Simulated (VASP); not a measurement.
Wanted: the native input for a VASP 6.6.1 run.

- Task: single point
- Functional: PBE
- Potentials or basis: VASP PAW PBE potentials, release 64 (Ti_sv, Al)
- Cutoff: 520 eV
- k mesh: 18 × 18 × 10
- Occupations: gaussian, width 0.15 eV
- Spin: no spin polarisation
- Dipole correction: no
- Further INCAR settings: ALGO = Fast; EDIFF = 1e-06; NBANDS = 14

The structure of TiAl lies in POSCAR:

```
TiAl
1.0
    2.7369000000      0.0000000000      0.0000000000
   -1.3684500000      2.3702249276      0.0000000000
    0.0000000000      0.0000000000      4.2765000000
Ti Al
1 1
Direct
    0.0000000000      0.0000000000      0.0000000000
    0.3333333333      0.6666666667      0.5000000000
```

These files were run (other wordings do the same):

INCAR

```
PREC = Accurate
ENCUT = 520
EDIFF = 1E-6
ISMEAR = 0
SIGMA = 0.15
LREAL = False
LASPH = True
NELM = 100
ALGO = Fast
ISIF = 2
LWAVE = False
LCHARG = False
GGA = PE
NBANDS = 14
```

KPOINTS

```
regular mesh
0
Gamma
  18 18 10
```

Potentials or basis: VASP PAW PBE potentials, release 64 (Ti_sv, Al).

Launch:

```console
$ cat potpaw_PBE.64/Ti_sv/POTCAR potpaw_PBE.64/Al/POTCAR > POTCAR
$ mpirun -np 1 vasp_std > vasp.out
```

It gave:

- Pressure: 28.7 GPa

It took 94 s on 1 thread of Intel Xeon 6975P-C, on a shared host, peak memory 0.21 GiB.
